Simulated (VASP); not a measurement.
# O (P6_3/mmc) in VASP: notebook

O is run at these levels: PBE; tasks: single point, relaxation of cell and atoms.

Everything below comes from runs of VASP 6.6.1. Logs are shortened: lines on timing, memory, paths and dates and some standing lists are left out, and cuts for length are marked.

**1. The cell of the first run**

Symmetry: P6_3/mmc, No. 194, hexagonal system. Conventional cell: a = 2.531 Å, b = 2.531 Å, c = 2.573 Å, α = 90.00°, β = 90.00°, γ = 120.00°. O (site symmetry -6m2) has 14 O at 1.95 to 2.57 Å within 2.6 Å.

**2. Single point, PBE**

INCAR reads:

```
PREC = Accurate
ENCUT = 520
EDIFF = 1E-6
ISMEAR = -1
SIGMA = 0.05
LREAL = F
LASPH = T
NELM = 60
ALGO = Normal
ISIF = 2
LWAVE = F
LCHARG = F
GGA = PE
NBANDS = 13
```

KPOINTS reads:

```
regular mesh
0
Gamma
  18 18 10
```

POSCAR reads:

```
O
1.0
    2.5312353981     -0.0000000001      0.0000000000
   -1.2656176990      2.1921141577      0.0000000000
    0.0000000000      0.0000000000      2.5725045843
O
2
Direct
    0.3333333333      0.6666666667      0.2500000000
    0.6666666667      0.3333333333      0.7500000000
```

Potentials or basis: VASP PAW PBE potentials, release 64 (O).

Run with:

```
$ cat potpaw_PBE.64/O/POTCAR > POTCAR
$ mpirun -np 1 vasp_std > vasp.out
```

OUTCAR:

```text
PREC = Accurate
   ENCUT = 520
   EDIFF = 1E-6
   ISMEAR = -1
   LREAL = F
   LASPH = T
   NELM = 60
   ISIF = 2
   GGA = PE

 ion  position               nearest neighbor table
   1  0.333  0.667  0.250-   2 1.95   2 1.95   2 1.95   2 1.95   2 1.95   2 1.95
   2  0.667  0.333  0.750-   1 1.95   1 1.95   1 1.95   1 1.95   1 1.95   1 1.95

  LATTYP: Found a hexagonal cell.
 ALAT       =     2.5312353981
 C/A-ratio  =     1.0163039701

  Lattice vectors:

 A1 = (   2.5312353981,  -0.0000000001,   0.0000000000)
 A2 = (  -1.2656176990,   2.1921141577,   0.0000000000)
 A3 = (   0.0000000000,   0.0000000000,   2.5725045843)

Analysis of symmetry for initial positions (statically):
=====================================================================
 Subroutine PRICEL returns:
 Original cell was already a primitive cell.

 Routine SETGRP: Setting up the symmetry group for a
 hexagonal supercell.

 Subroutine GETGRP returns: Found 24 space group operations
 (whereof 12 operations were pure point group operations)
 out of a pool of 24 trial point group operations.

The static configuration has the point symmetry D_3d.
 The point group associated with its full space group is D_6h.

Analysis of symmetry for dynamics (positions and initial velocities):
=====================================================================
 Subroutine PRICEL returns:
 Original cell was already a primitive cell.

 Routine SETGRP: Setting up the symmetry group for a
 hexagonal supercell.

 Subroutine GETGRP returns: Found 24 space group operations
 (whereof 12 operations were pure point group operations)
 out of a pool of 24 trial point group operations.

The dynamic configuration has the point symmetry D_3d.
 The point group associated with its full space group is D_6h.

 Subroutine INISYM returns: Found 24 space group operations
 (whereof 12 operations are pure point group operations),
 and found     1 'primitive' translations

----------------------------------------------------------------------------------------

                                     Primitive cell

  volume of cell :      14.2742

  direct lattice vectors                    reciprocal lattice vectors
     2.531235398 -0.000000000  0.000000000     0.395064007  0.228090311  0.000000000
    -1.265617699  2.192114158  0.000000000     0.000000000  0.456180622  0.000000000
     0.000000000  0.000000000  2.572504584     0.000000000  0.000000000  0.388726227

  length of vectors
     2.531235398  2.531235398  2.572504584     0.456180622  0.456180622  0.388726227

  position of ions in fractional coordinates (direct lattice)
     0.333333333  0.666666667  0.250000000
     0.666666667  0.333333333  0.750000000

  ion indices of the primitive-cell ions
   primitive index   ion index
                 1           1
                 2           2

----------------------------------------------------------------------------------------

 KPOINTS: regular mesh

Automatic generation of k-mesh.
 Grid dimensions read from file:
 generate k-points for:   18   18   10

 Generating k-lattice:

  Cartesian coordinates                     Fractional coordinates (reciprocal lattice)
     0.021948000  0.012671684  0.000000000     0.055555556 -0.000000000  0.000000000
     0.000000000  0.025343368  0.000000000     0.000000000  0.055555556  0.000000000
     0.000000000  0.000000000  0.038872623     0.000000000  0.000000000  0.100000000

  Length of vectors
     0.025343368  0.025343368  0.038872623

  Shift w.r.t. Gamma in fractional coordinates (k-lattice)
     0.000000000  0.000000000  0.000000000

 Subroutine IBZKPT returns following result:
 ===========================================

 Found    222 irreducible k-points:

 Following reciprocal coordinates:
            Coordinates               Weight
  0.000000  0.000000  0.000000      1.000000
  0.055556 -0.000000  0.000000      6.000000
  0.111111 -0.000000  0.000000      6.000000
  0.166667 -0.000000  0.000000      6.000000
  0.222222  0.000000  0.000000      6.000000
  0.277778  0.000000  0.000000      6.000000
[... 16 lines left out ...]
  0.333333  0.111111  0.000000     12.000000
  0.388889  0.111111  0.000000     12.000000
 [... further k-points ...]
   k-points           NKPTS =    222   k-points in BZ     NKDIM =    222   number of bands    NBANDS=     13
   number of dos      NEDOS =    301   number of ions     NIONS =      2
   total plane-waves  NPLWV =   8000
   dimension x,y,z NGX =    20 NGY =   20 NGZ =   20
   dimension x,y,z NGXF=    40 NGYF=   40 NGZF=   40
   ions per type =               2
   NGX,Y,Z   is equivalent  to a cutoff of  13.14, 13.14, 12.92 a.u.
   NGXF,Y,Z  is equivalent  to a cutoff of  26.27, 26.27, 25.85 a.u.
 SYSTEM =  unknown system
   PREC   = accura    normal or accurate (medium, high low for compatibility)
   ISTART =      0    job   : 0-new  1-cont  2-samecut
   ICHARG =      2    charge: 1-file 2-atom 10-const
   ISPIN  =      1    spin polarized calculation?
   LNONCOLLINEAR =      F non collinear calculations
   LSORBIT =      F    spin-orbit coupling
   LASPH  =      T    aspherical Exc in radial PAW
   ENCUT  =  520.0 eV  38.22 Ry    6.18 a.u.   4.71  4.71  4.78*2*pi/ulx,y,z
   NELM   =     60;   NELMIN=  2; NELMDL= -5     # of ELM steps
   EDIFF  = 0.1E-05   stopping-criterion for ELM
   LREAL  =      F    real-space projection
   EDIFFG = 0.1E-04   stopping-criterion for IOM
   NSW    =      0    number of steps for IOM
   IBRION =     -1    ionic relax: 0-MD 1-quasi-New 2-CG
   NFREE  =      0    steps in history (QN), initial steepest desc. (CG)
   ISIF   =      2    stress and relaxation
   ISYM   =      2    0-nonsym 1-usesym 2-fastsym
   POTIM  = 0.5000    time-step for ionic-motion
   TEBEG  =    0.0;   TEEND  =   0.0 temperature during run
   PSTRESS=    0.0 pullay stress
   NELECT =      12.0000    total number of electrons
   NUPDOWN=      -1.0000    fix difference up-down
   EMIN   =  10.00;   EMAX   =-10.00  energy-range for DOS
   EFERMI =   0.00;   METHOD = LEGACY
   ISMEAR =    -1;   SIGMA  =   0.05  broadening in eV -4-tet -1-fermi 0-gaus
   EFERMI_NEDOS =   21; number of points for ismear=-14 and -15
   IALGO  =     38    algorithm
   IMIX   =      4    mixing-type and parameters
     AMIX     =   0.40;   BMIX     =  1.00
     AMIX_MAG =   1.60;   BMIX_MAG =  1.00
  volume/ion in A,a.u.               =       7.14        48.16
  Fermi-wavevector in a.u.,A,eV,Ry     =   1.545081  2.919780 32.480858  2.387276
  Thomas-Fermi vector in A             =   2.650511
   LORBIT       =      0    0 simple, 1 ext, 2 COOP (PROOUT), +10 PAW based schemes
   GGA     = PE    functional components
   LHFCALC =     F    Hartree Fock is set to
   AEXX    =    0.0000 exact exchange contribution
   IVDW    =     0    specifies the selected vdW correction
   LEPSILON=     F    determine dielectric tensor
   LRPA    =     F    only Hartree local field effects (RPA)
 non-spin polarized calculation
  energy-cutoff  :      520.00
  volume of cell :       14.27
 maximum number of plane-waves:       399
 NGX is ok and might be reduce to    20
   NGX =  9   NGY =  9   NGZ =  9

 number of electron      11.9999999 magnetization

 Free energy of the ion-electron system (eV)
  ---------------------------------------------------
  ext. energy  EPLUGINS =         0.00000000
  ---------------------------------------------------
  free energy    TOTEN  =        -5.65269859 eV

  energy without entropy =       -5.64524503  energy(sigma->0) =       -5.64897181

 E-fermi :   3.9797     XC(G=0): -12.5473

 val. band max:        3.9640665391   @ k =   0.1667  -0.0000   0.1000
 cond. band min:       3.9967416707   @ k =   0.2222   0.0000   0.0000
 fundamental gap:      0.0326751317
 Fermi energy:         3.9796598492

 k-point     1 :       0.0000    0.0000    0.0000
  band No.  band energies     occupation
      1     -19.3937      2.00000
      2      -9.3080      2.00000
      3      -1.6816      2.00000
      4       1.0124      2.00000
      5       1.0124      2.00000
      6       4.7003      0.00000
      7       4.7003      0.00000
      8       6.6577      0.00000
      9      20.5547      0.00000
     10      21.0836      0.00000
     11      30.9081      0.00000
     12      30.9081      0.00000
     13      37.2875      0.00000

 k-point     2 :       0.0556   -0.0000    0.0000
  band No.  band energies     occupation
      1     -19.3318      2.00000
      2      -9.3695      2.00000
      3      -1.6306      2.00000
      4       0.9289      2.00000
      5       0.9292      2.00000
      6       4.6371      0.00000
      7       4.7619      0.00000
      8       6.5927      0.00000
      9      20.6315      0.00000
     10      21.2289      0.00000
     11      30.5379      0.00000
     12      31.0537      0.00000
     13      37.5299      0.00000

 k-point     3 :       0.1111   -0.0000    0.0000
  band No.  band energies     occupation
      1     -19.1467      2.00000
      2      -9.5564      2.00000
      3      -1.4790      2.00000
      4       0.6961      2.00000
      5       0.7049      2.00000
      6       4.4675      0.00012
      7       4.9228      0.00000
      8       6.4011      0.00000
      9      20.8136      0.00000
     10      21.6485      0.00000
     11      29.7845      0.00000
     12      31.4923      0.00000
     13      36.6508      0.00000

 k-point     4 :       0.1667   -0.0000    0.0000
  band No.  band energies     occupation
      1     -18.8428      2.00000
      2      -9.8747      2.00000
      3      -1.2318      2.00000
      4       0.3579      2.00000
      5       0.3979      2.00000
      6       4.2378      0.01139
      7       5.1317      0.00000
      8       6.0934      0.00000
      9      20.9596      0.00000
     10      22.3168      0.00000
     11      29.1153      0.00000
     12      32.2181      0.00000
     13      35.3898      0.00000

 k-point     5 :       0.2222    0.0000    0.0000
  band No.  band energies     occupation
      1     -18.4277      2.00000
      2     -10.3267      2.00000
      3      -0.8975      2.00000
      4      -0.0243      2.00000
      5       0.0640      2.00000
      6       3.9967      0.83082
      7       5.3428      0.00000
      8       5.6862      0.00000
      9      20.9227      0.00000
     10      23.1969      0.00000
     11      28.7458      0.00000
     12      33.2133      0.00000
     13      34.0646      0.00000
[... 257 lines left out ...]
 k-point    22 :       0.2778    0.1111    0.0000
  band No.  band energies     occupation
      1     -17.1604      2.00000
      2     -11.7058      2.00000
      3      -1.6549      2.00000
      4       0.0997      2.00000
      5       0.2689      2.00000
      6       3.6162      1.99861
      7       4.5321      0.00003
      8       5.5765      0.00000
      9      20.6887      0.00000
     10      25.1322      0.00000
     11      28.7125      0.00000
     12      31.1649      0.00000
     13      36.1413      0.00000

 k-point    23 :       0.3333    0.1111    0.0000
  band No.  band energies     occupation
      1     -16.5425      2.00000
      2     -12.3823      2.00000
      3      -2.0358      2.00000
      4       0.2778      2.00000
      5       0.5666      2.00000
      6       3.4544      1.99995
      7       4.0153      0.65830
      8       5.6594      0.00000
      9      20.3842      0.00000
     10      26.0626      0.00000
     11      28.8501      0.00000
     12      30.4415      0.00000
     13      36.6280      0.00000

 k-point    24 :       0.3889    0.1111    0.0000
  band No.  band energies     occupation
      1     -15.9882      2.00000
      2     -12.9799      2.00000
      3      -2.2735      2.00000
      4       0.2948      2.00000
      5       0.9668      2.00000
      6       3.3459      1.99999
      7       3.5830      1.99928
      8       5.7087      0.00000
      9      20.1641      0.00000
     10      26.7707      0.00000
     11      28.9264      0.00000
     12      29.9971      0.00000
     13      36.6434      0.00000

 [... further k-points ...]

------------------------ aborting loop because EDIFF is reached ----------------------------------------

  FORCE on cell =-STRESS in cart. coord.  units (eV):
  Direction    XX          YY          ZZ          XY          YZ          ZX
  --------------------------------------------------------------------------------------
  -------------------------------------------------------------------------------------
  Total        2.3001371      2.3001371      2.3117312     -0.0000000     -0.0000000      0.0000000
  in kB      258.1739642    258.1739642    259.4753232     -0.0000000     -0.0000000      0.0000000
  external PRESSURE =     258.6077505 kB  Pullay stress =       0.0000000 kB

 VOLUME and BASIS-vectors are now :
 -----------------------------------------------------------------------------
  energy-cutoff  :      520.00
  volume of cell :       14.27
      direct lattice vectors                 reciprocal lattice vectors
     2.531235398 -0.000000000  0.000000000     0.395064007  0.228090311  0.000000000
    -1.265617699  2.192114158  0.000000000     0.000000000  0.456180622  0.000000000
     0.000000000  0.000000000  2.572504584     0.000000000  0.000000000  0.388726227

 POSITION                                       TOTAL-FORCE (eV/Angst)
 -----------------------------------------------------------------------------------
     -0.00000      1.46141      0.64313         0.000000      0.000000      0.000000
      1.26562      0.73070      1.92938        -0.000000     -0.000000      0.000000
 -----------------------------------------------------------------------------------
    total drift:                               -0.000000      0.000000      0.000000

  FREE ENERGIE OF THE ION-ELECTRON SYSTEM (eV)
  ---------------------------------------------------
  free  energy   TOTEN  =        -5.6526985925 eV

  energy  without entropy=       -5.6452450337  energy(sigma->0) =       -5.64897181
```

Run time: 18 s. Hardware: 1 thread of AMD EPYC 9R45 (Zen 5), shared host; peak memory 0.11 GiB.

What came out:

```
Free energy            : -5.6527 eV
Pressure               : 25.9 GPa
Band gap on the k mesh : zero (bands 6 and 7 overlap by 2.40 eV)
```

Levels at points of the mesh, in eV from the Fermi level:
| k point | band 3 | band 4 | band 5 | band 6 | band 7 | band 8 | band 9 | band 10 |
| --- | --- | --- | --- | --- | --- | --- | --- | --- |
| (0.00, 0.00, 0.00) | -5.66 | -2.97 | -2.97 | 0.72 | 0.72 | 2.68 | 16.58 | 17.10 |
| (0.50, 0.00, 0.00) | -5.09 | -4.89 | -2.99 | -0.59 | -0.44 | 1.88 | 15.63 | 23.24 |
| (0.00, 0.00, 0.50) | -1.45 | -1.45 | -0.99 | -0.99 | -0.99 | -0.99 | 20.14 | 20.14 |
| (0.50, 0.00, 0.50) | -7.98 | -7.98 | -1.87 | -1.87 | 1.50 | 1.50 | 19.17 | 19.17 |

Caveat: the cell stands under pressure.

(Part 1 of 2 ends here.)

The gap in the log of VASP goes by the Fermi energy; the results here count the filled bands.